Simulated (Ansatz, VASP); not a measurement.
# ZnSe: VASP beside Ansatz

INCAR

```
PREC = Accurate ; ENCUT = 500
EDIFF = 1E-6 ; ISMEAR = 0
SIGMA = 0.01 ; LREAL = F
LASPH = T ; NELM = 120
ALGO = Normal ; ISIF = 2
LWAVE = F ; LCHARG = T
GGA = PE ; LELF = T
LVHAR = T ; NBANDS = 16
GGA_COMPAT = F
```

Contents of KPOINTS:

```
regular mesh
0
Gamma
  4 4 4
```

File POSCAR:

```
ZnSe
1.0
    4.0075980000      0.0000000000      0.0000000000
    2.0037990000      3.4706816762      0.0000000000
    2.0037990000      1.1568938921      3.2721900647
Zn Se
1 1
Direct
    0.0000000000      0.0000000000      0.0000000000
    0.2500000000      0.2500000000      0.2500000000
```

Input for Ansatz:

```yaml
crystal:
  lattice:
    - [4.007598, 0.0, 0.0]
    - [2.0037990000000003, 3.470681676155708, 0.0]
    - [2.0037990000000003, 1.156893892051903, 3.272190064732792]
  atoms:
    - { symbol: Zn, position: [0.0, 0.0, 0.0] }
    - { symbol: Se, position: [0.25000000000000006, 0.24999999999999997, 0.25] }
basis:
  ecutwfc: 470.0
kpoints:
  mp_grid:
    grid: [4, 4, 4]
hamiltonian:
  xc: pbe
scf:
  occupations:
    method: fixed
output:
  eigenvalues: true
```

Alike in both runs: task single point; functional PBE; k mesh 4 × 4 × 4; no spin polarisation.

|  | VASP | Ansatz |
| --- | --- | --- |
| version | VASP 6.6.1 | Ansatz 0.2.0 |
| potentials or method | VASP PAW PBE potentials, release 64 (Zn, Se), cutoff 500 eV | plane waves, PAW |
| occupations | gaussian, width 0.01 eV | fixed |
| valence electrons in the cell | 18 | 28 |

|  | VASP | Ansatz | Ansatz less VASP |
| --- | --- | --- | --- |
| gap on the k mesh at the Fermi level (eV) | 1.28 | 1.28 | -0.001 |

VASP's potentials hold 18 valence electrons a cell and Ansatz's 28, so a difference there can come from the potentials and not from the codes.

The k mesh is coarse, so the values compare programs but aren't converged.
